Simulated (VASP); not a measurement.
# MgO (P2_1) in VASP: a series of runs, part 2 of 2

VASP 6.6.1.

## (4) Single point, PBE (atoms displaced along a vibrational mode)

Contents of INCAR:

```
SYSTEM = MgO
PREC = Accurate
ENCUT = 520
EDIFF = 1E-6
ISMEAR = 0
SIGMA = 0.05
LREAL = .FALSE.
LASPH = .TRUE.
NELM = 100
ALGO = Normal
ISIF = 2
LWAVE = .FALSE.
LCHARG = .FALSE.
GGA = PE
NBANDS = 16
```

Contents of KPOINTS:

```
Automatic mesh
0
G
  9 9 6
  0 0 0
```

Contents of POSCAR:

```
MgO
1.0
    3.3152854007      0.0000000000      0.0000000000
   -1.6576427004      2.8711213778      0.0000000000
    0.0000000000      0.0000000000      5.1215474231
Mg O
2 2
Direct
    0.3090735622      0.6406489578      0.0063188067
    0.6909264378      0.3593510422      0.5063188067
    0.3557480876      0.6907056630      0.3982811933
    0.6442519124      0.3092943370      0.8982811933
```

Potentials or basis: VASP PAW PBE potentials, release 64 (Mg, O).

On the command line:

```
cat potpaw_PBE.64/Mg/POTCAR potpaw_PBE.64/O/POTCAR > POTCAR
mpirun -np 1 vasp_std > vasp.out
```

OUTCAR:

```text
SYSTEM = MgO
   PREC = Accurate
   ENCUT = 520
   EDIFF = 1E-6
   ISMEAR = 0
   LREAL = .FALSE.
   LASPH = .TRUE.
   NELM = 100
   ISIF = 2
   GGA = PE

 ion  position               nearest neighbor table
   1  0.309  0.641  0.006-   4 1.99   4 1.99   4 2.00   3 2.01   2 3.12   2 3.12   2 3.20   2 3.20
                             2 3.29   2 3.29
   2  0.691  0.359  0.506-   3 1.99   3 1.99   3 2.00   4 2.01   1 3.12   1 3.12   1 3.20   1 3.20
                             1 3.29   1 3.29
   3  0.356  0.691  0.398-   2 1.99   2 1.99   2 2.00   1 2.01
   4  0.644  0.309  0.898-   1 1.99   1 1.99   1 2.00   2 2.01

  LATTYP: Found a hexagonal cell.
 ALAT       =     3.3152854007
 C/A-ratio  =     1.5448285152

  Lattice vectors:

 A1 = (   3.3152854007,   0.0000000000,   0.0000000000)
 A2 = (  -1.6576427004,   2.8711213778,   0.0000000000)
 A3 = (   0.0000000000,   0.0000000000,   5.1215474231)

Analysis of symmetry for initial positions (statically):
=====================================================================
 Subroutine PRICEL returns:
 Original cell was already a primitive cell.

[... 180 lines left out ...]
 fundamental gap:      3.3447795844
 Fermi energy:         1.1701175105

 k-point     1 :       0.0000    0.0000    0.0000
  band No.  band energies     occupation
      1     -15.1830      2.00000
      2     -14.4600      2.00000
      3      -2.2413      2.00000
      4       0.2537      2.00000
      5       0.3229      2.00000
      6       0.5090      2.00000
[... 433 lines left out ...]
      3      -1.6837      2.00000
      4      -1.1304      2.00000
      5      -0.8907      2.00000
      6      -0.3159      2.00000
[... 8 lines left out ...]
     15      14.6870      0.00000
     16      16.5785      0.00000

 [... further k-points ...]

------------------------ aborting loop because EDIFF is reached ----------------------------------------

  FORCE on cell =-STRESS in cart. coord.  units (eV):
  Direction    XX          YY          ZZ          XY          YZ          ZX
  --------------------------------------------------------------------------------------
  -------------------------------------------------------------------------------------
  Total       -0.1662979     -0.2400194     -0.1158621     -0.0450572      0.0000000      0.0000000
  in kB       -5.4654231     -7.8882962     -3.8078382     -1.4808146      0.0000000      0.0000000
  external PRESSURE =      -5.7205192 kB  Pullay stress =       0.0000000 kB

 VOLUME and BASIS-vectors are now :
 -----------------------------------------------------------------------------
  energy-cutoff  :      520.00
  volume of cell :       48.75
      direct lattice vectors                 reciprocal lattice vectors
     3.315285401  0.000000000  0.000000000     0.301633156  0.174147984  0.000000000
    -1.657642700  2.871121378  0.000000000     0.000000000  0.348295968  0.000000000
     0.000000000  0.000000000  5.121547423     0.000000000  0.000000000  0.195253488

 POSITION                                       TOTAL-FORCE (eV/Angst)
 -----------------------------------------------------------------------------------
     -0.03730      1.83938      0.03236         0.132669      0.218955      0.036971
      1.69494      1.03174      2.59314        -0.132669     -0.218955      0.036971
      0.03446      1.98310      2.03982        -0.061264     -0.149154     -0.036971
      1.62318      0.88802      4.60059         0.061264      0.149154     -0.036971
 -----------------------------------------------------------------------------------
    total drift:                               -0.000000     -0.000000     -0.001363

  FREE ENERGIE OF THE ION-ELECTRON SYSTEM (eV)
  ---------------------------------------------------
  free  energy   TOTEN  =       -23.5011512897 eV

  energy  without entropy=      -23.5011512897  energy(sigma->0) =      -23.50115129
```

OSZICAR:

```text
N       E                     dE             d eps       ncg     rms          rms(c)
DAV:   1     0.619780518434E+02    0.61978E+02   -0.74257E+03  5248   0.877E+02
DAV:   2    -0.235298521221E+02   -0.85508E+02   -0.78411E+02  7240   0.195E+02
DAV:   3    -0.277419523564E+02   -0.42121E+01   -0.42021E+01  5968   0.452E+01
DAV:   4    -0.277596240418E+02   -0.17672E-01   -0.17671E-01  6448   0.344E+00
DAV:   5    -0.277597132931E+02   -0.89251E-04   -0.89251E-04  6048   0.235E-01    0.117E+01
DAV:   6    -0.235642302577E+02    0.41955E+01   -0.12490E+01  5248   0.262E+01    0.398E+00
DAV:   7    -0.235080856990E+02    0.56145E-01   -0.18476E-01  5312   0.344E+00    0.221E+00
DAV:   8    -0.235028873655E+02    0.51983E-02   -0.10301E-01  5488   0.347E+00    0.518E-01
DAV:   9    -0.235003413728E+02    0.25460E-02   -0.32096E-03  6760   0.520E-01    0.180E-01
DAV:  10    -0.235011264684E+02   -0.78510E-03   -0.15896E-03  5304   0.257E-01    0.287E-02
DAV:  11    -0.235011507407E+02   -0.24272E-04   -0.16989E-05  6280   0.270E-02    0.211E-02
DAV:  12    -0.235011512680E+02   -0.52723E-06   -0.10693E-05  5304   0.278E-02    0.180E-03
DAV:  13    -0.235011512897E+02   -0.21757E-07   -0.36933E-07  3696   0.437E-03
   1 F= -.23501151E+02 E0= -.23501151E+02  d E =-.277243E-15
```

stdout:

```text
POSCAR found type information on POSCAR MgO
 POSCAR found :  2 types and       4 ions
 scaLAPACK will be used
 LDA part: xc-table for (Slater+PW92), standard interpolation
 POSCAR, INCAR and KPOINTS ok, starting setup
 FFT: planning ... GRIDC
 FFT: planning ... GRID_SOFT
 FFT: planning ... GRID
 WAVECAR not read
 entering main loop
```

Wall time 2.8 min (1 thread of Intel Xeon 8259CL, shared host); peak memory 0.26 GiB.

What came out:

```yaml
Free_energy: -23.5012 eV
Pressure: -0.6 GPa
Largest_force: 0.259 eV/Å
Band_gap_on_the_k_mesh: 3.34 eV
```

Forces on the atoms (eV/Å):
```
Mg   0.133  0.219  0.037
Mg  -0.133 -0.219  0.037
O   -0.061 -0.149 -0.037
O    0.061  0.149 -0.037
```

Caveat: the cell differs from its parent crystal (atoms displaced along a vibrational mode); an odd mesh through Γ misses points on the zone boundary, where band edges can lie.

## (5) Single point, PBE (atoms displaced along a vibrational mode)

Contents of INCAR:

```
PREC = Accurate
ENCUT = 520
EDIFF = 1E-6
ISMEAR = 0
SIGMA = 0.05
LREAL = F
LASPH = T
NELM = 80
ALGO = Normal
ISIF = 2
LWAVE = F
LCHARG = F
GGA = PE
NBANDS = 16
```

Contents of KPOINTS:

```
regular mesh
0
Gamma
  9 9 6
```

Contents of POSCAR:

```
MgO
1.0
    3.3152854007      0.0000000000      0.0000000000
   -1.6576427004      2.8711213778      0.0000000000
    0.0000000000      0.0000000000      5.1215474231
Mg O
2 2
Direct
    0.2912967623      0.6276575182      0.0063188067
    0.7087032377      0.3723424818      0.5063188067
    0.3721729169      0.7027090708      0.3982811933
    0.6278270831      0.2972909292      0.8982811933
```

Potentials or basis: VASP PAW PBE potentials, release 64 (Mg, O).

On the command line:

```
cat potpaw_PBE.64/Mg/POTCAR potpaw_PBE.64/O/POTCAR > POTCAR
mpirun -np 1 vasp_std > vasp.out
```

OUTCAR:

```text
PREC = Accurate
   ENCUT = 520
   EDIFF = 1E-6
   ISMEAR = 0
   LREAL = F
   LASPH = T
   NELM = 80
   ISIF = 2
   GGA = PE

 ion  position               nearest neighbor table
   1  0.291  0.628  0.006-   4 1.98   4 1.99   4 2.00   3 2.02   2 3.06   2 3.06   2 3.22   2 3.22
                             2 3.34   2 3.34
   2  0.709  0.372  0.506-   3 1.98   3 1.99   3 2.00   4 2.02   1 3.06   1 3.06   1 3.22   1 3.22
                             1 3.34   1 3.34
   3  0.372  0.703  0.398-   2 1.98   2 1.99   2 2.00   1 2.02
   4  0.628  0.297  0.898-   1 1.98   1 1.99   1 2.00   2 2.02

  LATTYP: Found a hexagonal cell.
 ALAT       =     3.3152854007
 C/A-ratio  =     1.5448285152

  Lattice vectors:

 A1 = (   3.3152854007,   0.0000000000,   0.0000000000)
 A2 = (  -1.6576427004,   2.8711213778,   0.0000000000)
 A3 = (   0.0000000000,   0.0000000000,   5.1215474231)

Analysis of symmetry for initial positions (statically):
=====================================================================
 Subroutine PRICEL returns:
 Original cell was already a primitive cell.

 Routine SETGRP: Setting up the symmetry group for a
 hexagonal supercell.

 Subroutine GETGRP returns: Found  2 space group operations
 (whereof  1 operations were pure point group operations)
 out of a pool of 24 trial point group operations.

The static configuration has the point symmetry C_1 .
 The point group associated with its full space group is C_2 .

Analysis of symmetry for dynamics (positions and initial velocities):
=====================================================================
 Subroutine PRICEL returns:
 Original cell was already a primitive cell.

 Routine SETGRP: Setting up the symmetry group for a
 hexagonal supercell.

 Subroutine GETGRP returns: Found  2 space group operations
 (whereof  1 operations were pure point group operations)
 out of a pool of 24 trial point group operations.

The dynamic configuration has the point symmetry C_1 .
 The point group associated with its full space group is C_2 .

 Subroutine INISYM returns: Found  2 space group operations
 (whereof  1 operations are pure point group operations),
 and found     1 'primitive' translations

----------------------------------------------------------------------------------------

                                     Primitive cell

  volume of cell :      48.7499

  direct lattice vectors                    reciprocal lattice vectors
     3.315285401  0.000000000  0.000000000     0.301633156  0.174147984  0.000000000
    -1.657642700  2.871121378  0.000000000     0.000000000  0.348295968  0.000000000
     0.000000000  0.000000000  5.121547423     0.000000000  0.000000000  0.195253488

  length of vectors
     3.315285401  3.315285401  5.121547423     0.348295968  0.348295968  0.195253488

  position of ions in fractional coordinates (direct lattice)
     0.291296762  0.627657518  0.006318807
     0.708703238  0.372342482  0.506318807
     0.372172917  0.702709071  0.398281193
     0.627827083  0.297290929  0.898281193

  ion indices of the primitive-cell ions
   primitive index   ion index
                 1           1
                 2           2
                 3           3
[... 29 lines left out ...]
            Coordinates               Weight
  0.000000  0.000000  0.000000      1.000000
  0.111111  0.000000  0.000000      2.000000
  0.000000  0.111111  0.000000      2.000000
 -0.111111  0.111111  0.000000      2.000000
  0.222222 -0.000000  0.000000      2.000000
  0.000000  0.222222  0.000000      2.000000
[... 16 lines left out ...]
  0.333333  0.111111  0.000000      2.000000
 -0.111111  0.444444  0.000000      2.000000
 [... further k-points ...]
   k-points           NKPTS =    164   k-points in BZ     NKDIM =    164   number of bands    NBANDS=     16
   number of dos      NEDOS =    301   number of ions     NIONS =      4
   total plane-waves  NPLWV =  31360
   dimension x,y,z NGX =    28 NGY =   28 NGZ =   40
   dimension x,y,z NGXF=    56 NGYF=   56 NGZF=   80
   ions per type =               2   2
   NGX,Y,Z   is equivalent  to a cutoff of  14.04, 14.04, 12.98 a.u.
   NGXF,Y,Z  is equivalent  to a cutoff of  28.08, 28.08, 25.97 a.u.
 SYSTEM =  unknown system
   PREC   = accura    normal or accurate (medium, high low for compatibility)
   ISTART =      0    job   : 0-new  1-cont  2-samecut
   ICHARG =      2    charge: 1-file 2-atom 10-const
   ISPIN  =      1    spin polarized calculation?
   LNONCOLLINEAR =      F non collinear calculations
   LSORBIT =      F    spin-orbit coupling
   LASPH  =      T    aspherical Exc in radial PAW
   ENCUT  =  520.0 eV  38.22 Ry    6.18 a.u.   6.16  6.16  9.52*2*pi/ulx,y,z
   NELM   =     80;   NELMIN=  2; NELMDL= -5     # of ELM steps
   EDIFF  = 0.1E-05   stopping-criterion for ELM
   LREAL  =      F    real-space projection
   EDIFFG = 0.1E-04   stopping-criterion for IOM
   NSW    =      0    number of steps for IOM
   IBRION =     -1    ionic relax: 0-MD 1-quasi-New 2-CG
   NFREE  =      0    steps in history (QN), initial steepest desc. (CG)
   ISIF   =      2    stress and relaxation
   ISYM   =      2    0-nonsym 1-usesym 2-fastsym
   POTIM  = 0.5000    time-step for ionic-motion
   TEBEG  =    0.0;   TEEND  =   0.0 temperature during run
   PSTRESS=    0.0 pullay stress
   NELECT =      16.0000    total number of electrons
   NUPDOWN=      -1.0000    fix difference up-down
   EMIN   =  10.00;   EMAX   =-10.00  energy-range for DOS
   EFERMI =   0.00;   METHOD = LEGACY
   ISMEAR =     0;   SIGMA  =   0.05  broadening in eV -4-tet -1-fermi 0-gaus
   EFERMI_NEDOS =   21; number of points for ismear=-14 and -15
   IALGO  =     38    algorithm
   IMIX   =      4    mixing-type and parameters
     AMIX     =   0.40;   BMIX     =  1.00
     AMIX_MAG =   1.60;   BMIX_MAG =  1.00
  volume/ion in A,a.u.               =      12.19        82.25
  Fermi-wavevector in a.u.,A,eV,Ry     =   1.129250  2.133974 17.350238  1.275207
  Thomas-Fermi vector in A             =   2.265943
   LORBIT       =      0    0 simple, 1 ext, 2 COOP (PROOUT), +10 PAW based schemes
   GGA     = PE    functional components
   LHFCALC =     F    Hartree Fock is set to
   AEXX    =    0.0000 exact exchange contribution
   IVDW    =     0    specifies the selected vdW correction
   LEPSILON=     F    determine dielectric tensor
   LRPA    =     F    only Hartree local field effects (RPA)
 non-spin polarized calculation
 Gauss-broadening in eV      SIGMA  =   0.05
  energy-cutoff  :      520.00
  volume of cell :       48.75
 maximum number of plane-waves:      1339
 NGX is ok and might be reduce to    28
   NGX = 13   NGY = 13   NGZ = 19

 number of electron      16.0000003 magnetization

 Free energy of the ion-electron system (eV)
  ---------------------------------------------------
  ext. energy  EPLUGINS =         0.00000000
  ---------------------------------------------------
  free energy    TOTEN  =       -23.44651283 eV

  energy without entropy =      -23.44651283  energy(sigma->0) =      -23.44651283

 E-fermi :   1.2618     XC(G=0):  -9.6118

 val. band max:        0.9640164733   @ k =   0.0000   0.0000   0.0000
 cond. band min:       4.2371574983   @ k =   0.0000   0.0000   0.0000
 fundamental gap:      3.2731410250
 Fermi energy:         1.2618382846

 k-point     1 :       0.0000    0.0000    0.0000
  band No.  band energies     occupation
      1     -15.1709      2.00000
      2     -14.4427      2.00000
      3      -2.2298      2.00000
      4       0.2475      2.00000
      5       0.3500      2.00000
      6       0.4711      2.00000
[... 433 lines left out ...]
      3      -1.6258      2.00000
      4      -1.1545      2.00000
      5      -0.8519      2.00000
      6      -0.3146      2.00000
[... 8 lines left out ...]
     15      14.7593      0.00000
     16      16.5624      0.00000

 [... further k-points ...]

------------------------ aborting loop because EDIFF is reached ----------------------------------------

  FORCE on cell =-STRESS in cart. coord.  units (eV):
  Direction    XX          YY          ZZ          XY          YZ          ZX
  --------------------------------------------------------------------------------------
  -------------------------------------------------------------------------------------
  Total       -0.2479859     -0.3655044     -0.0729472     -0.1386349      0.0000000      0.0000000
  in kB       -8.1501165    -12.0123935     -2.3974277     -4.5562705      0.0000000      0.0000000
  external PRESSURE =      -7.5199793 kB  Pullay stress =       0.0000000 kB

 VOLUME and BASIS-vectors are now :
 -----------------------------------------------------------------------------
  energy-cutoff  :      520.00
  volume of cell :       48.75
      direct lattice vectors                 reciprocal lattice vectors
     3.315285401  0.000000000  0.000000000     0.301633156  0.174147984  0.000000000
    -1.657642700  2.871121378  0.000000000     0.000000000  0.348295968  0.000000000
     0.000000000  0.000000000  5.121547423     0.000000000  0.000000000  0.195253488

 POSITION                                       TOTAL-FORCE (eV/Angst)
 -----------------------------------------------------------------------------------
     -0.07470      1.80208      0.03236         0.281053      0.325044      0.090290
      1.73234      1.06904      2.59314        -0.281053     -0.325044      0.090290
      0.06902      2.01756      2.03982        -0.112663     -0.224455     -0.090290
      1.58862      0.85356      4.60059         0.112663      0.224455     -0.090290
 -----------------------------------------------------------------------------------
    total drift:                               -0.000000     -0.000000     -0.001307

  FREE ENERGIE OF THE ION-ELECTRON SYSTEM (eV)
  ---------------------------------------------------
  free  energy   TOTEN  =       -23.4465128347 eV

  energy  without entropy=      -23.4465128347  energy(sigma->0) =      -23.44651283
```

stdout:

```text
POSCAR found type information on POSCAR MgO
 POSCAR found :  2 types and       4 ions
 scaLAPACK will be used
 LDA part: xc-table for (Slater+PW92), standard interpolation
 POSCAR, INCAR and KPOINTS ok, starting setup
 FFT: planning ... GRIDC
 FFT: planning ... GRID_SOFT
 FFT: planning ... GRID
 WAVECAR not read
 entering main loop
```

It took 3.1 min on 1 thread of Intel Xeon 8259CL, shared host; peak memory 0.26 GiB.

What came out:

* Free energy: -23.4465 eV
* Pressure: -0.8 GPa
* Largest force: 0.439 eV/Å
* Band gap on the k mesh: 3.27 eV

Forces in eV/Å, atoms in the order of the input:
```
Mg   0.281  0.325  0.090
Mg  -0.281 -0.325  0.090
O   -0.113 -0.224 -0.090
O    0.113  0.224 -0.090
```

Stress tensor (GPa, compression positive):
```
-0.82 -0.46  0.00
-0.46 -1.20  0.00
 0.00  0.00 -0.24
```

Caveat: the cell differs from its parent crystal (atoms displaced along a vibrational mode); an odd mesh through Γ misses points on the zone boundary, where band edges can lie.

## (6) The runs side by side

| cell | gap on the mesh (eV) | pressure (GPa) | largest force (eV/Å) |
| --- | --- | --- | --- |
| as given, atomic positions A | 3.35 | -0.6 | 0.28 |
| as given, atomic positions B | 3.34 | -0.6 | 0.27 |
| as given, atomic positions C | 3.34 | -0.6 | 0.26 |
| as given, atomic positions D | 3.27 | -0.8 | 0.44 |

Alike in all rows: task single point; level PBE; potentials or basis VASP PAW PBE potentials, release 64 (Mg, O); no spin polarisation; k mesh 9 × 9 × 6; cutoff (eV) 520; smearing gaussian 0.05 eV.

Caveats: an odd mesh through Γ misses points on the zone boundary, where band edges can lie.

Absolute energies hang on the potentials; compare differences alone.
